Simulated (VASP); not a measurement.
# Sb2W in VASP: further runs, part 2 of 2

VASP 6.6.1. Earlier steps stand in the parts before.

**5. Single point, PBE**

This run uses another cell than the first one, of 22.82 Å³/atom, 0.980 times its volume.

INCAR

```
PREC = Accurate
ENCUT = 520
EDIFF = 1E-7
ISMEAR = 0
SIGMA = 0.05
LREAL = F
LASPH = T
NELM = 80
ALGO = Normal
ISIF = 2
LWAVE = F
LCHARG = F
GGA = PE
NBANDS = 19
```

KPOINTS

```
regular mesh
0
Gamma
  12 12 6
```

POSCAR

```
Sb2W
1.0
    3.4649380352      0.0000000000      0.0000000000
   -1.7324690176      3.0007243611      0.0000000000
    0.0000000000      0.0000000000      6.5830754235
W Sb
1 2
Direct
    0.0000000000      0.0000000000      0.0000000000
    0.3333333333      0.6666666667      0.2847523219
    0.6666666667      0.3333333333      0.7152476781
```

Potentials or basis: VASP PAW PBE potentials, release 64 (W_sv, Sb).

On the command line:

```
$ cat potpaw_PBE.64/W_sv/POTCAR potpaw_PBE.64/Sb/POTCAR > POTCAR
$ mpirun -np 1 vasp_std > vasp.out
```

OUTCAR:

```text
PREC = Accurate
   ENCUT = 520
   EDIFF = 1E-7
   ISMEAR = 0
   LREAL = F
   LASPH = T
   NELM = 80
   ISIF = 2
   GGA = PE

 ion  position               nearest neighbor table
   1  0.000  0.000  0.000-   2 2.74   3 2.74   3 2.74   2 2.74   3 2.74   2 2.74
   2  0.333  0.667  0.285-   1 2.74   1 2.74   1 2.74   3 3.47   3 3.47   3 3.47
   3  0.667  0.333  0.715-   1 2.74   1 2.74   1 2.74   2 3.47   2 3.47   2 3.47

  LATTYP: Found a hexagonal cell.
 ALAT       =     3.4649380352
 C/A-ratio  =     1.8999114433

  Lattice vectors:

 A1 = (   3.4649380352,   0.0000000000,   0.0000000000)
 A2 = (  -1.7324690176,   3.0007243611,   0.0000000000)
 A3 = (   0.0000000000,   0.0000000000,   6.5830754235)

Analysis of symmetry for initial positions (statically):
=====================================================================
 Subroutine PRICEL returns:
 Original cell was already a primitive cell.

 Routine SETGRP: Setting up the symmetry group for a
 hexagonal supercell.

[... 159 lines left out ...]
 number of electron      24.0000000 magnetization

 Free energy of the ion-electron system (eV)
  ---------------------------------------------------
  ext. energy  EPLUGINS =         0.00000000
  ---------------------------------------------------
  free energy    TOTEN  =       -20.09008505 eV

  energy without entropy =      -20.08792048  energy(sigma->0) =      -20.08900277

 E-fermi :   9.1316     XC(G=0): -11.0410

 val. band max:        9.1298473965   @ k =   0.0000   0.4167   0.3333
 cond. band min:       9.1415869699   @ k =   0.2500   0.0833   0.0000
 fundamental gap:      0.0117395734
 Fermi energy:         9.1315858418

 k-point     1 :       0.0000    0.0000    0.0000
  band No.  band energies     occupation
      1     -64.8395      2.00000
      2     -29.0559      2.00000
      3     -29.0559      2.00000
      4     -29.0198      2.00000
      5      -3.3127      2.00000
      6      -0.8620      2.00000
[... 505 lines left out ...]
      6      -0.8479      2.00000
[... 11 lines left out ...]
     18      15.5583      0.00000
     19      16.5904      0.00000

 [... further k-points ...]
[... 5 lines left out ...]
  --------------------------------------------------------------------------------------
  -------------------------------------------------------------------------------------
  Total        0.8124508      0.8124508      1.4058607      0.0000000      0.0000000      0.0000000
  in kB       19.0176667     19.0176667     32.9080735      0.0000000      0.0000000      0.0000000
  external PRESSURE =      23.6478023 kB  Pullay stress =       0.0000000 kB

 VOLUME and BASIS-vectors are now :
 -----------------------------------------------------------------------------
  energy-cutoff  :      520.00
  volume of cell :       68.45
      direct lattice vectors                 reciprocal lattice vectors
     3.464938035  0.000000000  0.000000000     0.288605450  0.166626434  0.000000000
    -1.732469018  3.000724361  0.000000000     0.000000000  0.333252868  0.000000000
     0.000000000  0.000000000  6.583075424     0.000000000  0.000000000  0.151904685

 POSITION                                       TOTAL-FORCE (eV/Angst)
 -----------------------------------------------------------------------------------
      0.00000      0.00000      0.00000         0.000000      0.000000      0.000000
     -0.00000      2.00048      1.87455        -0.000000      0.000000      0.379948
      1.73247      1.00024      4.70853         0.000000     -0.000000     -0.379948
 -----------------------------------------------------------------------------------
    total drift:                               -0.000000      0.000000      0.000000

  FREE ENERGIE OF THE ION-ELECTRON SYSTEM (eV)
  ---------------------------------------------------
  free  energy   TOTEN  =       -20.0900850522 eV

  energy  without entropy=      -20.0879204832  energy(sigma->0) =      -20.08900277
```

It used 110 s of CPU time on 1 thread of Intel Xeon 6975P-C (shared host).

What came out:

```
Free energy            : -20.0901 eV
Pressure               : 2.4 GPa
Largest force          : 0.380 eV/Å
Band gap on the k mesh : zero (band 12 reaches 9.32 eV, above the bottom of band 13 at 8.88 eV)
```

Forces in eV/Å, atoms in the order of the input:
```
W    0.000  0.000  0.000
Sb   0.000  0.000  0.380
Sb   0.000  0.000 -0.380
```

Stress tensor (GPa, compression positive):
```
1.90 0.00 0.00
0.00 1.90 0.00
0.00 0.00 3.29
```

Levels at points of the mesh, in eV from the Fermi level:
| k point | band 9 | band 10 | band 11 | band 12 | band 13 | band 14 | band 15 | band 16 |
| --- | --- | --- | --- | --- | --- | --- | --- | --- |
| (0.00, 0.00, 0.00) | -1.66 | -1.24 | -0.02 | -0.02 | 1.61 | 3.94 | 3.94 | 5.22 |
| (0.50, 0.00, 0.00) | -3.24 | -2.33 | -1.74 | -0.60 | 0.44 | 1.72 | 1.88 | 2.76 |
| (0.00, 0.00, 0.50) | -1.62 | -1.62 | -0.03 | -0.03 | 0.97 | 3.33 | 3.33 | 6.23 |
| (0.50, 0.00, 0.50) | -3.19 | -2.00 | -1.82 | 0.19 | 1.46 | 1.72 | 2.39 | 3.70 |

Caveat: spin-orbit coupling is left out, which moves the levels of the heavy elements.

**6. Overview**

| level | cell | gap on the mesh (eV) | pressure (GPa) | largest force (eV/Å) |
| --- | --- | --- | --- | --- |
| r2SCAN | a = 3.465, b = 3.465, c = 6.717 Å, angles 90.0, 90.0, 120.0°, 3 atoms | none | -1.5 | 0.33 |
| PBE | a = 3.465, b = 3.465, c = 6.717 Å, angles 90.0, 90.0, 120.0°, 3 atoms | none | 0.0 | 0.30 |
| PBE | a = 3.460, b = 3.460, c = 6.603 Å, angles 90.0, 90.0, 120.0°, 3 atoms | none | 1.0 | 0.01 |
| PBE | a = 3.465, b = 3.465, c = 6.583 Å, angles 90.0, 90.0, 120.0°, 3 atoms | none | 2.4 | 0.38 |

Some of these runs hold the atoms at other places in the same cell, which the table doesn't show; runs alike in all that it shows share one row.

Alike in all rows: task single point; potentials or basis VASP PAW PBE potentials, release 64 (W_sv, Sb); no spin polarisation; k mesh 12 × 12 × 6; cutoff (eV) 520; smearing gaussian 0.05 eV.

Caveats: spin-orbit coupling is left out, which moves the levels of the heavy elements; the PAW data sets were made with another functional, which shifts forces and pressure a little (some runs).

Total energies depend on the potentials used, so only differences within one code and one set of settings carry meaning.
